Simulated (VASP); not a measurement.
Here is a VASP 6.6.1 calculation.

Contents of INCAR:

```
SYSTEM = KF
PREC     = Accurate       ! precision mode
ENCUT    = 600            ! plane-wave cutoff, eV
EDIFF    = 1E-6           ! SCF threshold, eV
ISMEAR   = -1             ! smearing method
SIGMA    = 0.02           ! smearing width, eV
LREAL    = .False.        ! projectors in reciprocal space
LASPH    = .True.         ! aspherical terms in the spheres
NELM     = 100            ! most SCF steps
ALGO     = Normal         ! electronic algorithm
ISIF     = 3              ! what is computed and relaxed
LWAVE    = .False.        ! write WAVECAR
LCHARG   = .False.        ! write CHGCAR
GGA      = PS             ! functional
IBRION   = 2              ! ionic algorithm
NSW      = 80             ! ionic steps
EDIFFG   = -0.02          ! ionic threshold
```

File KPOINTS:

```
regular mesh
0
Gamma
  7 7 7
  0 0 0
```

The input POSCAR:

```
KF
1.0
    0.0000000000      2.6542280656      2.6542280656
    2.6542280656      0.0000000000      2.6542280656
    2.6542280656      2.6542280656      0.0000000000
K F
1 1
Direct
    0.0000000000      0.0000000000      0.0000000000
    0.5000000000      0.5000000000      0.5000000000
```

Potentials or basis: VASP PAW PBE potentials, release 64 (K_sv, F).

Command:

```sh
$ cat potpaw_PBE.64/K_sv/POTCAR potpaw_PBE.64/F/POTCAR > POTCAR
$ mpirun -np 1 vasp_std > vasp.out
```

Question: Estimate the band gap on the k mesh.

Answer: 6.13 eV, direct.

Final structure:
```
K F
1.0
     0.00000    2.65423    2.65423
     2.65423    0.00000    2.65423
     2.65423    2.65423    0.00000
K F
1 1
Direct
  0.00000 0.00000 0.00000
  0.50000 0.50000 0.50000
```

Caveat: the relaxation stopped at its first step, so nothing moved. As with any semilocal functional, this PBEsol gap is likely too small.
